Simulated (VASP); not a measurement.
# AlN (kn) (Fm-3m) in VASP: single point with PBEsol

Aim: the single point of AlN (kn) with PBEsol.

All numbers are computed with VASP 6.6.1; they aren't measurements. Logs are shortened: lines on timing, memory, paths and dates and some standing lists are left out, and cuts for length are marked.

## 1. The cell of the first run

The structure is cubic, space group Fm-3m (No. 225). Conventional cell: a = 4.045 Å, b = 4.045 Å, c = 4.045 Å, α = 90.00°, β = 90.00°, γ = 90.00°. Al (site symmetry m-3m) has 6 N at 2.02 Å within 2.7 Å. Within 2.7 Å of N (site symmetry m-3m) lie 6 Al at 2.02 Å.

## 2. Single point, PBEsol

The input, INCAR:

```
SYSTEM = AlN
PREC = Accurate
ENCUT = 600
EDIFF = 1E-6
ISMEAR = 0
SIGMA = 0.02
LREAL = .FALSE.
LASPH = .TRUE.
NELM = 120
ALGO = Normal
ISIF = 2
LWAVE = .FALSE.
LCHARG = .FALSE.
GGA = PS
NBANDS = 11
GGA_COMPAT = .FALSE.
```

The input, KPOINTS:

```
regular mesh
0
G
  6 6 6
  0 0 0
```

The input, POSCAR:

```
AlN
1.0
    0.0000000000      2.0222575202      2.0222575202
    2.0222575202      0.0000000000      2.0222575202
    2.0222575202      2.0222575202      0.0000000000
Al N
1 1
Direct
    0.5000000000      0.5000000000      0.5000000000
    0.0000000000      0.0000000000      0.0000000000
```

Potentials or basis: VASP PAW PBE potentials, release 64 (Al, N).

Run with:

```bash
> cat potpaw_PBE.64/Al/POTCAR potpaw_PBE.64/N/POTCAR > POTCAR
> mpirun -np 1 vasp_std > vasp.out
```

OUTCAR:

```text
SYSTEM = AlN
   PREC = Accurate
   ENCUT = 600
   EDIFF = 1E-6
   ISMEAR = 0
   LREAL = .FALSE.
   LASPH = .TRUE.
   NELM = 120
   ISIF = 2
   GGA = PS

 ion  position               nearest neighbor table
   1  0.500  0.500  0.500-   2 2.02   2 2.02   2 2.02   2 2.02   2 2.02   2 2.02
   2  0.000  0.000  0.000-   1 2.02   1 2.02   1 2.02   1 2.02   1 2.02   1 2.02

  LATTYP: Found a face centered cubic cell.
 ALAT       =     4.0445150404

  Lattice vectors:

 A1 = (   0.0000000000,   2.0222575202,   2.0222575202)
 A2 = (   2.0222575202,   0.0000000000,   2.0222575202)
 A3 = (   2.0222575202,   2.0222575202,   0.0000000000)

Analysis of symmetry for initial positions (statically):
=====================================================================
 Subroutine PRICEL returns:
 Original cell was already a primitive cell.

 Routine SETGRP: Setting up the symmetry group for a
 face centered cubic supercell.

 Subroutine GETGRP returns: Found 48 space group operations
 (whereof 48 operations were pure point group operations)
 out of a pool of 48 trial point group operations.

The static configuration has the point symmetry O_h .

Analysis of symmetry for dynamics (positions and initial velocities):
=====================================================================
 Subroutine PRICEL returns:
 Original cell was already a primitive cell.

 Routine SETGRP: Setting up the symmetry group for a
 face centered cubic supercell.

 Subroutine GETGRP returns: Found 48 space group operations
 (whereof 48 operations were pure point group operations)
 out of a pool of 48 trial point group operations.

The dynamic configuration has the point symmetry O_h .

 Subroutine INISYM returns: Found 48 space group operations
 (whereof 48 operations are pure point group operations),
 and found     1 'primitive' translations

----------------------------------------------------------------------------------------

                                     Primitive cell

  volume of cell :      16.5401

  direct lattice vectors                    reciprocal lattice vectors
     0.000000000  2.022257520  2.022257520    -0.247248432  0.247248432  0.247248432
     2.022257520  0.000000000  2.022257520     0.247248432 -0.247248432  0.247248432
     2.022257520  2.022257520  0.000000000     0.247248432  0.247248432 -0.247248432

  length of vectors
     2.859904012  2.859904012  2.859904012     0.428246845  0.428246845  0.428246845

  position of ions in fractional coordinates (direct lattice)
     0.500000000  0.500000000  0.500000000
     0.000000000  0.000000000  0.000000000

  ion indices of the primitive-cell ions
   primitive index   ion index
                 1           1
                 2           2

----------------------------------------------------------------------------------------

 KPOINTS: regular mesh

Automatic generation of k-mesh.
 Grid dimensions read from file:
 generate k-points for:    6    6    6

 Generating k-lattice:

  Cartesian coordinates                     Fractional coordinates (reciprocal lattice)
    -0.041208072  0.041208072  0.041208072     0.166666667  0.000000000  0.000000000
     0.041208072 -0.041208072  0.041208072     0.000000000  0.166666667  0.000000000
     0.041208072  0.041208072 -0.041208072     0.000000000  0.000000000  0.166666667

  Length of vectors
     0.071374474  0.071374474  0.071374474

  Shift w.r.t. Gamma in fractional coordinates (k-lattice)
     0.000000000  0.000000000  0.000000000

 Subroutine IBZKPT returns following result:
 ===========================================

 Found     16 irreducible k-points:

 Following reciprocal coordinates:
            Coordinates               Weight
  0.000000  0.000000  0.000000      1.000000
  0.166667  0.000000  0.000000      8.000000
  0.333333  0.000000  0.000000      8.000000
  0.500000  0.000000  0.000000      4.000000
  0.166667  0.166667  0.000000      6.000000
  0.333333  0.166667  0.000000     24.000000
[... 8 lines left out ...]
 -0.333333  0.333333  0.166667     24.000000
 -0.333333  0.500000  0.166667     12.000000
   k-points           NKPTS =     16   k-points in BZ     NKDIM =     16   number of bands    NBANDS=     11
   number of dos      NEDOS =    301   number of ions     NIONS =      2
   total plane-waves  NPLWV =  13824
   dimension x,y,z NGX =    24 NGY =   24 NGZ =   24
   dimension x,y,z NGXF=    48 NGYF=   48 NGZF=   48
   ions per type =               1   1
   NGX,Y,Z   is equivalent  to a cutoff of  13.95, 13.95, 13.95 a.u.
   NGXF,Y,Z  is equivalent  to a cutoff of  27.90, 27.90, 27.90 a.u.
 SYSTEM =  AlN
   PREC   = accura    normal or accurate (medium, high low for compatibility)
   ISTART =      0    job   : 0-new  1-cont  2-samecut
   ICHARG =      2    charge: 1-file 2-atom 10-const
   ISPIN  =      1    spin polarized calculation?
   LNONCOLLINEAR =      F non collinear calculations
   LSORBIT =      F    spin-orbit coupling
   LASPH  =      T    aspherical Exc in radial PAW
   ENCUT  =  600.0 eV  44.10 Ry    6.64 a.u.   5.71  5.71  5.71*2*pi/ulx,y,z
   NELM   =    120;   NELMIN=  2; NELMDL= -5     # of ELM steps
   EDIFF  = 0.1E-05   stopping-criterion for ELM
   LREAL  =      F    real-space projection
   EDIFFG = 0.1E-04   stopping-criterion for IOM
   NSW    =      0    number of steps for IOM
   IBRION =     -1    ionic relax: 0-MD 1-quasi-New 2-CG
   NFREE  =      0    steps in history (QN), initial steepest desc. (CG)
   ISIF   =      2    stress and relaxation
   ISYM   =      2    0-nonsym 1-usesym 2-fastsym
   POTIM  = 0.5000    time-step for ionic-motion
   TEBEG  =    0.0;   TEEND  =   0.0 temperature during run
   PSTRESS=    0.0 pullay stress
   NELECT =       8.0000    total number of electrons
   NUPDOWN=      -1.0000    fix difference up-down
   EMIN   =  10.00;   EMAX   =-10.00  energy-range for DOS
   EFERMI =   0.00;   METHOD = LEGACY
   ISMEAR =     0;   SIGMA  =   0.02  broadening in eV -4-tet -1-fermi 0-gaus
   EFERMI_NEDOS =   21; number of points for ismear=-14 and -15
   IALGO  =     38    algorithm
   IMIX   =      4    mixing-type and parameters
     AMIX     =   0.40;   BMIX     =  1.00
     AMIX_MAG =   1.60;   BMIX_MAG =  1.00
  volume/ion in A,a.u.               =       8.27        55.81
  Fermi-wavevector in a.u.,A,eV,Ry     =   1.285065  2.428420 22.468547  1.651392
  Thomas-Fermi vector in A             =   2.417221
   LORBIT       =      0    0 simple, 1 ext, 2 COOP (PROOUT), +10 PAW based schemes
   GGA     = PS    functional components
   LHFCALC =     F    Hartree Fock is set to
   AEXX    =    0.0000 exact exchange contribution
   IVDW    =     0    specifies the selected vdW correction
   LEPSILON=     F    determine dielectric tensor
   LRPA    =     F    only Hartree local field effects (RPA)
 non-spin polarized calculation
 Gauss-broadening in eV      SIGMA  =   0.02
  energy-cutoff  :      600.00
  volume of cell :       16.54
 maximum number of plane-waves:       568
   NGX = 11   NGY = 11   NGZ = 11

 number of electron       7.9999999 magnetization

 Free energy of the ion-electron system (eV)
  ---------------------------------------------------
  ext. energy  EPLUGINS =         0.00000000
  ---------------------------------------------------
  free energy    TOTEN  =       -15.44533095 eV

  energy without entropy =      -15.44533095  energy(sigma->0) =      -15.44533095

 E-fermi :   9.9876     XC(G=0): -12.4475

 val. band max:        9.8801188842   @ k =   0.0000   0.0000   0.0000
 cond. band min:      14.4211415717   @ k =   0.5000   0.5000   0.0000
 fundamental gap:      4.5410226875
 Fermi energy:         9.9876240758

 k-point     1 :       0.0000    0.0000    0.0000
  band No.  band energies     occupation
      1      -7.6648      2.00000
      2       9.8801      2.00000
      3       9.8801      2.00000
      4       9.8801      2.00000
      5      15.5352      0.00000
      6      21.8979      0.00000
      7      21.8979      0.00000
      8      21.8979      0.00000
      9      26.9743      0.00000
     10      27.5562      0.00000
     11      27.5562      0.00000

 k-point     2 :       0.1667    0.0000    0.0000
  band No.  band energies     occupation
      1      -7.0988      2.00000
      2       7.4739      2.00000
      3       9.5664      2.00000
      4       9.5664      2.00000
      5      16.6765      0.00000
      6      20.4976      0.00000
      7      22.4451      0.00000
      8      22.4451      0.00000
      9      25.3283      0.00000
     10      25.3283      0.00000
     11      27.6199      0.00000

 k-point     3 :       0.3333    0.0000    0.0000
  band No.  band energies     occupation
      1      -5.5849      2.00000
      2       3.6308      2.00000
      3       9.0271      2.00000
      4       9.0271      2.00000
      5      16.3098      0.00000
      6      21.4147      0.00000
      7      21.4147      0.00000
      8      21.9470      0.00000
      9      26.2772      0.00000
     10      27.5792      0.00000
     11      27.5792      0.00000

 k-point     4 :       0.5000    0.0000    0.0000
  band No.  band energies     occupation
      1      -4.3659      2.00000
      2       1.5152      2.00000
      3       8.7901      2.00000
      4       8.7901      2.00000
      5      15.9138      0.00000
      6      20.7714      0.00000
      7      20.7714      0.00000
      8      23.1231      0.00000
      9      25.8192      0.00000
     10      30.3923      0.00000
     11      30.3923      0.00000

 k-point     5 :       0.1667    0.1667    0.0000
  band No.  band energies     occupation
      1      -6.9138      2.00000
      2       7.7226      2.00000
      3       8.9732      2.00000
      4       8.9732      2.00000
      5      17.4154      0.00000
      6      18.8257      0.00000
      7      22.0758      0.00000
      8      23.4224      0.00000
      9      23.4224      0.00000
     10      28.4454      0.00000
     11      30.2458      0.00000
[... 99 lines left out ...]
 k-point    13 :       0.5000    0.5000    0.0000
  band No.  band energies     occupation
      1      -3.3681      2.00000
      2       2.4345      2.00000
      3       7.0582      2.00000
      4       7.0582      2.00000
      5      14.4211      0.00000
      6      15.0149      0.00000
      7      23.8358      0.00000
      8      27.0245      0.00000
      9      27.0245      0.00000
     10      32.9650      0.00000
     11      35.8587      0.00000

 k-point    14 :       0.5000    0.3333    0.1667
  band No.  band energies     occupation
      1      -4.4528      2.00000
      2       3.8483      2.00000
      3       5.9689      2.00000
      4       7.7429      2.00000
      5      18.0722      0.00000
      6      18.6818      0.00000
      7      20.0388      0.00000
      8      23.8599      0.00000
      9      26.5586      0.00000
     10      30.3292      0.00000
     11      33.5549      0.00000

 k-point    15 :      -0.3333    0.3333    0.1667
  band No.  band energies     occupation
      1      -3.5582      2.00000
      2       3.0329      2.00000
      3       5.1039      2.00000
      4       7.1561      2.00000
      5      17.9667      0.00000
      6      19.1356      0.00000
      7      21.3718      0.00000
      8      22.9253      0.00000
      9      27.8021      0.00000
     10      28.9531      0.00000
     11      34.5615      0.00000

 k-point    16 :      -0.3333    0.5000    0.1667
  band No.  band energies     occupation
      1      -3.2475      2.00000
      2       3.2012      2.00000
      3       5.2984      2.00000
      4       6.1836      2.00000
      5      16.7620      0.00000
      6      18.0599      0.00000
      7      22.4218      0.00000
      8      23.4500      0.00000
      9      27.7872      0.00000
     10      31.3603      0.00000
     11      34.6736      0.00000

------------------------ aborting loop because EDIFF is reached ----------------------------------------

  FORCE on cell =-STRESS in cart. coord.  units (eV):
  Direction    XX          YY          ZZ          XY          YZ          ZX
  --------------------------------------------------------------------------------------
  -------------------------------------------------------------------------------------
  Total       -0.0130356     -0.0130356     -0.0130356     -0.0000000      0.0000000      0.0000000
  in kB       -1.2627034     -1.2627034     -1.2627034     -0.0000000      0.0000000      0.0000000
  external PRESSURE =      -1.2627034 kB  Pullay stress =       0.0000000 kB

 VOLUME and BASIS-vectors are now :
 -----------------------------------------------------------------------------
  energy-cutoff  :      600.00
  volume of cell :       16.54
      direct lattice vectors                 reciprocal lattice vectors
     0.000000000  2.022257520  2.022257520    -0.247248432  0.247248432  0.247248432
     2.022257520  0.000000000  2.022257520     0.247248432 -0.247248432  0.247248432
     2.022257520  2.022257520  0.000000000     0.247248432  0.247248432 -0.247248432

 POSITION                                       TOTAL-FORCE (eV/Angst)
 -----------------------------------------------------------------------------------
      2.02226      2.02226      2.02226        -0.000000      0.000000      0.000000
      0.00000      0.00000      0.00000         0.000000     -0.000000     -0.000000
 -----------------------------------------------------------------------------------
    total drift:                                0.000000     -0.000000     -0.000000

  FREE ENERGIE OF THE ION-ELECTRON SYSTEM (eV)
  ---------------------------------------------------
  free  energy   TOTEN  =       -15.4453309512 eV

  energy  without entropy=      -15.4453309512  energy(sigma->0) =      -15.44533095
```

Wall time 4 s (1 thread of Intel Xeon Platinum 8559C (Emerald Rapids), shared host); peak memory 0.13 GiB.

Results:

| Property | Result |
| --- | --- |
| Free energy | -15.4453 eV |
| Pressure | -0.1 GPa |
| Band gap on the k mesh | 4.54 eV, indirect (least direct gap 5.66 eV) |

Caveat: the k points lie up to 0.45 Å⁻¹ apart; the PAW data sets were made with another functional, which shifts forces and pressure a little.
